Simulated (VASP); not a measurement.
A run of VASP 6.6.1:

The input INCAR:

```
PREC     = Accurate       # precision mode
ENCUT    = 600            # plane-wave cutoff, eV
EDIFF    = 1E-6           # SCF threshold, eV
ISMEAR   = 0              # smearing method
SIGMA    = 0.1            # smearing width, eV
LREAL    = False          # projectors in reciprocal space
LASPH    = True           # aspherical terms in the spheres
NELM     = 80             # most SCF steps
ALGO     = Normal         # electronic algorithm
ISIF     = 3              # what is computed and relaxed
LWAVE    = False          # write WAVECAR
LCHARG   = False          # write CHGCAR
GGA      = PE             # functional
IBRION   = 2              # ionic algorithm
NSW      = 100            # ionic steps
EDIFFG   = -0.01          # ionic threshold
```

Contents of KPOINTS:

```
Automatic mesh
0
Gamma
  20 20 20
```

File POSCAR:

```
BaH
1.0
   -2.0372671891      2.0372671891      2.9569456870
    2.0372671891     -2.0372671891      2.9569456870
    2.0372671891      2.0372671891     -2.9569456870
Ba H
1 1
Direct
    0.0000000000      0.0000000000      0.0000000000
    0.5000000000      0.5000000000      0.0000000000
```

Potentials or basis: VASP PAW PBE potentials, release 64 (Ba_sv, H).

The run is started by

```sh
$ cat potpaw_PBE.64/Ba_sv/POTCAR potpaw_PBE.64/H/POTCAR > POTCAR
$ mpirun -np 1 vasp_std > vasp.out
```

Hardware: 1 thread of Intel Xeon 8259CL, on a shared host.

**Question.** How long does it take, and how much memory?

**Answer.** Run time: 39 min on 1 thread of Intel Xeon 8259CL, with other jobs on the host, peak memory 0.58 GiB. Counts: scf iterations 55, k points 641, ion steps 8.
